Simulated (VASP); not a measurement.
# K3LuN2 (P-6m2) in VASP: further runs

The runs below take K3LuN2 through single point, with PBE.

Program: VASP 6.6.1. These are calculated values, not measurements. Logs are shortened: lines on timing, memory, paths and dates and some standing lists are left out, and cuts for length are marked.

### 1 The cell of the first run

The structure is hexagonal, space group P-6m2 (No. 187). Conventional cell: a = 4.438 Å, b = 4.438 Å, c = 6.804 Å, α = 90.00°, β = 90.00°, γ = 120.00°. K (site symmetry -6m2) has 3 K at 2.56 Å and 6 N at 3.23 Å within 3.4 Å. K (site symmetry -6m2) has 3 Lu at 2.56 Å and 6 N at 2.93 Å within 3.4 Å. K (site symmetry -6m2) has 3 K at 2.56 Å and 6 N at 3.23 Å within 3.4 Å. Within 3.4 Å of Lu (site symmetry -6m2) lie 3 K at 2.56 Å and 6 N at 2.93 Å. N (site symmetry 3m) has 1 N at 2.86 Å and 9 K at 2.93 to 3.23 Å and 3 Lu at 2.93 Å within 3.8 Å.

### 2 Single point, PBE

The input, INCAR:

```
SYSTEM = K3LuN2
PREC = Accurate ; ENCUT = 520
EDIFF = 1E-6 ; ISMEAR = 0
SIGMA = 0.1 ; LREAL = .False.
LASPH = .True. ; NELM = 60
ALGO = Normal ; ISIF = 2
LWAVE = .False. ; LCHARG = .False.
GGA = PE ; NBANDS = 40
```

The input, KPOINTS:

```
regular mesh
0
Gamma
  6 6 2
  0 0 0
```

The input, POSCAR:

```
K3LuN2
1.0
    4.4378824998      0.0000000000      0.0000000000
   -2.2189412499      3.8433189839      0.0000000000
    0.0000000000      0.0000000000      6.8044392499
K Lu N
3 1 2
Direct
    0.3333333333      0.6666666667      0.5000000000
    0.6666666667      0.3333333333      0.0000000000
    0.6666666667      0.3333333333      0.5000000000
    0.3333333333      0.6666666667      0.0000000000
    0.0000000000      0.0000000000      0.2102559915
    0.0000000000      0.0000000000      0.7897440085
```

Potentials or basis: VASP PAW PBE potentials, release 64 (K_sv, Lu, N).

Launch:

```sh
$ cat potpaw_PBE.64/K_sv/POTCAR potpaw_PBE.64/Lu/POTCAR potpaw_PBE.64/N/POTCAR > POTCAR
$ mpirun -np 1 vasp_std > vasp.out
```

OUTCAR:

```text
SYSTEM = K3LuN2
   PREC = Accurate
   ENCUT = 520
   EDIFF = 1E-6
   ISMEAR = 0
   LREAL = .False.
   LASPH = .True.
   NELM = 60
   ISIF = 2
   GGA = PE

 ion  position               nearest neighbor table
   1  0.333  0.667  0.500-   3 2.56   3 2.56   3 2.56   4 3.40   4 3.40
   2  0.667  0.333  0.000-   4 2.56   4 2.56   4 2.56   3 3.40   3 3.40
   3  0.667  0.333  0.500-   1 2.56   1 2.56   1 2.56   2 3.40   2 3.40
   4  0.333  0.667  0.000-   2 2.56   2 2.56   2 2.56   1 3.40   1 3.40
   5  0.000  0.000  0.210-
   6  0.000  0.000  0.790-

  LATTYP: Found a hexagonal cell.
 ALAT       =     4.4378824998
 C/A-ratio  =     1.5332625977

  Lattice vectors:

 A1 = (   4.4378824998,   0.0000000000,   0.0000000000)
 A2 = (  -2.2189412499,   3.8433189839,   0.0000000000)
 A3 = (   0.0000000000,   0.0000000000,   6.8044392499)

Analysis of symmetry for initial positions (statically):
=====================================================================
 Subroutine PRICEL returns:
 Original cell was already a primitive cell.

 Routine SETGRP: Setting up the symmetry group for a
 hexagonal supercell.

 Subroutine GETGRP returns: Found 12 space group operations
 (whereof 12 operations were pure point group operations)
 out of a pool of 24 trial point group operations.

The static configuration has the point symmetry D_3h.

Analysis of symmetry for dynamics (positions and initial velocities):
=====================================================================
 Subroutine PRICEL returns:
 Original cell was already a primitive cell.

 Routine SETGRP: Setting up the symmetry group for a
 hexagonal supercell.

 Subroutine GETGRP returns: Found 12 space group operations
 (whereof 12 operations were pure point group operations)
 out of a pool of 24 trial point group operations.

The dynamic configuration has the point symmetry D_3h.

 Subroutine INISYM returns: Found 12 space group operations
 (whereof 12 operations are pure point group operations),
 and found     1 'primitive' translations

[... 85 lines left out ...]
   ISPIN  =      1    spin polarized calculation?
   LNONCOLLINEAR =      F non collinear calculations
   LSORBIT =      F    spin-orbit coupling
   LASPH  =      T    aspherical Exc in radial PAW
   ENCUT  =  520.0 eV  38.22 Ry    6.18 a.u.   8.25  8.25 12.65*2*pi/ulx,y,z
   NELM   =     60;   NELMIN=  2; NELMDL= -5     # of ELM steps
   EDIFF  = 0.1E-05   stopping-criterion for ELM
   LREAL  =      F    real-space projection
   EDIFFG = 0.1E-04   stopping-criterion for IOM
   NSW    =      0    number of steps for IOM
   IBRION =     -1    ionic relax: 0-MD 1-quasi-New 2-CG
   NFREE  =      0    steps in history (QN), initial steepest desc. (CG)
   ISIF   =      2    stress and relaxation
   ISYM   =      2    0-nonsym 1-usesym 2-fastsym
   POTIM  = 0.5000    time-step for ionic-motion
   TEBEG  =    0.0;   TEEND  =   0.0 temperature during run
   PSTRESS=    0.0 pullay stress
   NELECT =      62.0000    total number of electrons
   NUPDOWN=      -1.0000    fix difference up-down
   EMIN   =  10.00;   EMAX   =-10.00  energy-range for DOS
   EFERMI =   0.00;   METHOD = LEGACY
   ISMEAR =     0;   SIGMA  =   0.10  broadening in eV -4-tet -1-fermi 0-gaus
   EFERMI_NEDOS =   21; number of points for ismear=-14 and -15
   IALGO  =     38    algorithm
   IMIX   =      4    mixing-type and parameters
     AMIX     =   0.40;   BMIX     =  1.00
     AMIX_MAG =   1.60;   BMIX_MAG =  1.00
  volume/ion in A,a.u.               =      19.34       130.53
  Fermi-wavevector in a.u.,A,eV,Ry     =   1.328354  2.510225 24.007816  1.764525
  Thomas-Fermi vector in A             =   2.457598
   LORBIT       =      0    0 simple, 1 ext, 2 COOP (PROOUT), +10 PAW based schemes
   GGA     = PE    functional components
   LHFCALC =     F    Hartree Fock is set to
   AEXX    =    0.0000 exact exchange contribution
   IVDW    =     0    specifies the selected vdW correction
   LEPSILON=     F    determine dielectric tensor
   LRPA    =     F    only Hartree local field effects (RPA)
 non-spin polarized calculation
 Gauss-broadening in eV      SIGMA  =   0.10
  energy-cutoff  :      520.00
  volume of cell :      116.06
 maximum number of plane-waves:      3170
 NGX is ok and might be reduce to    36
   NGX = 17   NGY = 17   NGZ = 25

 number of electron      61.9999991 magnetization

 Free energy of the ion-electron system (eV)
  ---------------------------------------------------
  ext. energy  EPLUGINS =         0.00000000
  ---------------------------------------------------
  free energy    TOTEN  =       -17.13998273 eV

  energy without entropy =      -17.13024393  energy(sigma->0) =      -17.13511333

 E-fermi :   3.3113     XC(G=0):  -9.8860

 val. band max:        3.2494163038   @ k =   0.1667   0.1667   0.0000
 cond. band min:       3.3520102594   @ k =   0.0000   0.0000   0.5000
 fundamental gap:      0.1025939556
 Fermi energy:         3.3112766765

 k-point     1 :       0.0000    0.0000    0.0000
  band No.  band energies     occupation
      1     -54.9200      2.00000
      2     -29.8998      2.00000
      3     -29.2669      2.00000
      4     -28.6177      2.00000
      5     -25.7223      2.00000
      6     -25.7223      2.00000
[... 591 lines left out ...]
     39       6.6590      0.00000
     40       6.9925      0.00000

------------------------ aborting loop because EDIFF is reached ----------------------------------------

  FORCE on cell =-STRESS in cart. coord.  units (eV):
  Direction    XX          YY          ZZ          XY          YZ          ZX
  --------------------------------------------------------------------------------------
  -------------------------------------------------------------------------------------
  Total        0.4220430      0.4220430      0.0123913      0.0000000     -0.0000000     -0.0000000
  in kB        5.8262980      5.8262980      0.1710616      0.0000000     -0.0000000     -0.0000000
  external PRESSURE =       3.9412192 kB  Pullay stress =       0.0000000 kB

 VOLUME and BASIS-vectors are now :
 -----------------------------------------------------------------------------
  energy-cutoff  :      520.00
  volume of cell :      116.06
      direct lattice vectors                 reciprocal lattice vectors
     4.437882500  0.000000000  0.000000000     0.225332690  0.130095889  0.000000000
    -2.218941250  3.843318984  0.000000000     0.000000000  0.260191778  0.000000000
     0.000000000  0.000000000  6.804439250     0.000000000  0.000000000  0.146962882

 POSITION                                       TOTAL-FORCE (eV/Angst)
 -----------------------------------------------------------------------------------
     -0.00000      2.56221      3.40222        -0.000000     -0.000000      0.000000
      2.21894      1.28111      0.00000        -0.000000      0.000000      0.000000
      2.21894      1.28111      3.40222         0.000000      0.000000      0.000000
     -0.00000      2.56221      0.00000         0.000000     -0.000000      0.000000
      0.00000      0.00000      1.43067        -0.000000      0.000000      0.017376
      0.00000      0.00000      5.37377        -0.000000      0.000000     -0.017376
 -----------------------------------------------------------------------------------
    total drift:                                0.000001     -0.000000     -0.000000

  FREE ENERGIE OF THE ION-ELECTRON SYSTEM (eV)
  ---------------------------------------------------
  free  energy   TOTEN  =       -17.1399827279 eV

  energy  without entropy=      -17.1302439307  energy(sigma->0) =      -17.13511333
```

OSZICAR:

```text
N       E                     dE             d eps       ncg     rms          rms(c)
DAV:   1     0.522220273390E+03    0.52222E+03   -0.27622E+04  1696   0.400E+03
DAV:   2     0.479726524960E+02   -0.47425E+03   -0.45010E+03  1384   0.714E+02
DAV:   3    -0.193546517940E+02   -0.67327E+02   -0.65843E+02  1584   0.150E+02
DAV:   4    -0.240662662260E+02   -0.47116E+01   -0.46742E+01  1760   0.386E+01
DAV:   5    -0.243196472444E+02   -0.25338E+00   -0.25275E+00  1800   0.720E+00    0.163E+01
DAV:   6    -0.200044979989E+02    0.43151E+01   -0.54657E+01  1848   0.725E+01    0.180E+01
DAV:   7    -0.174244945805E+02    0.25800E+01   -0.11826E+01  1632   0.169E+01    0.794E+00
DAV:   8    -0.171985851539E+02    0.22591E+00   -0.16590E+00  1544   0.662E+00    0.516E+00
DAV:   9    -0.171625890315E+02    0.35996E-01   -0.40260E-01  1656   0.333E+00    0.132E+00
DAV:  10    -0.171395559655E+02    0.23033E-01   -0.92004E-02  1616   0.257E+00    0.420E-01
DAV:  11    -0.171400568648E+02   -0.50090E-03   -0.15007E-02  1640   0.571E-01    0.178E-01
DAV:  12    -0.171401202884E+02   -0.63424E-04   -0.35236E-03  1592   0.403E-01    0.112E-01
DAV:  13    -0.171399747920E+02    0.14550E-03   -0.84811E-04  1560   0.103E-01    0.283E-02
DAV:  14    -0.171399856743E+02   -0.10882E-04   -0.86882E-05  1760   0.483E-02    0.117E-02
DAV:  15    -0.171399834765E+02    0.21979E-05   -0.96489E-06  1248   0.141E-02    0.691E-03
DAV:  16    -0.171399827279E+02    0.74852E-06   -0.32132E-06  1120   0.138E-02
   1 F= -.17139983E+02 E0= -.17135113E+02  d E =-.973880E-02
```

stdout:

```text
POSCAR found type information on POSCAR K LuN
 POSCAR found :  3 types and       6 ions
 scaLAPACK will be used
 LDA part: xc-table for (Slater+PW92), standard interpolation
 POSCAR, INCAR and KPOINTS ok, starting setup
 FFT: planning ... GRIDC
 FFT: planning ... GRID_SOFT
 FFT: planning ... GRID
 WAVECAR not read
 entering main loop
```

Wall time 49 s (1 thread of Intel Xeon 6975P-C (Granite Rapids), shared host); peak memory 0.28 GiB.

What came out:

* Free energy: -17.1400 eV
* Pressure: 0.4 GPa
* Largest force: 0.017 eV/Å
* Band gap on the k mesh: 0.10 eV, indirect (least direct gap 0.23 eV)

Forces on the atoms (eV/Å):
```
K    0.000  0.000  0.000
K    0.000  0.000  0.000
K    0.000  0.000  0.000
Lu   0.000  0.000  0.000
N    0.000  0.000  0.017
N    0.000  0.000 -0.017
```

Stress tensor (GPa, compression positive):
```
0.58 0.00 0.00
0.00 0.58 0.00
0.00 0.00 0.02
```

Caveat: the k points lie up to 0.46 Å⁻¹ apart; spin-orbit coupling is left out, which moves the levels of the heavy elements. A k mesh can miss the band edges.

### 3 Single point, PBE

This run uses another cell than the first one, of 26.69 Å³/atom, 1.380 times its volume.

The input, INCAR:

```
SYSTEM = K3LuN2
ALGO = Normal ; EDIFF = 1E-7
ENCUT = 520 ; GGA = PE
ISIF = 2 ; ISMEAR = 0
LASPH = .True. ; LCHARG = .True.
LELF = .True. ; LREAL = .False.
LVHAR = .True. ; LWAVE = .False.
NBANDS = 40 ; NELM = 80
PREC = Accurate ; SIGMA = 0.1
```

The input, KPOINTS:

```
k-points
0
Gamma
  6 6 2
  0 0 0
```

The input, POSCAR:

```
K3LuN2
1.0
    4.5321341000      0.0000000000      0.0000000000
   -2.2660670500      3.9249432600      0.0000000000
    0.0000000000      0.0000000000      9.0037793500
K Lu N
3 1 2
Direct
    0.3333333300      0.6666666700      0.5000000000
    0.6666666700      0.3333333300      0.0000000000
    0.6666666700      0.3333333300      0.5000000000
    0.3333333300      0.6666666700      0.0000000000
    0.0000000000      0.0000000000      0.2450700000
    0.0000000000      0.0000000000      0.7549300000
```

Potentials or basis: VASP PAW PBE potentials, release 64 (K_sv, Lu, N).

Launch:

```sh
$ cat potpaw_PBE.64/K_sv/POTCAR potpaw_PBE.64/Lu/POTCAR potpaw_PBE.64/N/POTCAR > POTCAR
$ mpirun -np 1 vasp_std > vasp.out
```

It took 85 s on 1 thread of Intel Xeon 6975P-C (Granite Rapids), shared host; peak memory 0.34 GiB.

The run converged. Its results:

```
Free energy            : -13.1491 eV
Pressure               : -3.4 GPa
Largest force          : 1.463 eV/Å
Band gap on the k mesh : zero (filled and empty bands touch)
```

Forces in eV/Å, atoms in the order of the input:
```
K    0.000  0.000  0.000
K    0.000  0.000  0.000
K    0.000  0.000  0.000
Lu   0.000  0.000  0.000
N    0.000  0.000 -1.463
N    0.000  0.000  1.463
```

Stress tensor (GPa, compression positive):
```
  6.44   0.00   0.00
  0.00   6.44   0.00
  0.00   0.00 -23.14
```

Levels at points of the mesh, in eV from the Fermi level:
| k point | band 28 | band 29 | band 30 | band 31 | band 32 | band 33 | band 34 | band 35 |
| --- | --- | --- | --- | --- | --- | --- | --- | --- |
| (0.00, 0.00, 0.00) | -0.28 | -0.16 | -0.16 | -0.04 | -0.04 | 0.92 | 1.50 | 1.50 |
| (0.50, 0.00, 0.00) | -0.91 | -0.70 | -0.61 | -0.24 | 0.47 | 1.24 | 1.51 | 1.76 |
| (0.00, 0.00, 0.50) | -0.14 | -0.14 | -0.07 | -0.07 | 0.83 | 1.08 | 1.51 | 1.51 |
| (0.50, 0.00, 0.50) | -1.11 | -0.95 | -0.62 | -0.34 | 0.71 | 1.21 | 1.54 | 1.63 |

Caveat: spin-orbit coupling is left out, which moves the levels of the heavy elements; forces of over 1 eV/Å act on the atoms, so gaps and moduli don't describe the material at rest.
